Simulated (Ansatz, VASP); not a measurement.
One calculation of AlGaN, two programs

```
Al Ga N
1.0
     3.97322    0.00000    0.00000
     0.00000    3.97322    0.00000
     0.00000    0.00000    3.51487
Al Ga N
1 1 1
Direct
  0.00000 0.00000 0.00000
  0.50000 0.50000 0.00000
  0.00000 0.00000 0.50000
```

Alike in both runs: task relaxation of cell and atoms; functional PBE; k mesh 12 × 12 × 14; occupations gaussian, width 0.1 eV; no spin polarisation.

```csv
,VASP,Ansatz
version,VASP 6.6.1,Ansatz 0.2.0
potentials or method,"VASP PAW PBE potentials, release 64 (Al, Ga_d, N), cutoff 600 eV","scalar-relativistic, plane waves, PAW"
valence electrons in the cell,21,21
```

Ansatz gave:

```
gap on the k mesh at the Fermi level, each at its own relaxed structure (eV) : none
relaxed volume (Å³/atom)                                                     : 18.29
relaxed cell length with the largest relative difference (Å)                 : 3.948
```

**Question.** Which values does VASP return?

**Answer.** gap on the k mesh at the Fermi level, each at its own relaxed structure (eV): none; relaxed volume (Å³/atom): 18.23; relaxed cell length with the largest relative difference (Å): 3.942.

A gap of «none» marks a metal or a gap that the smearing closes.
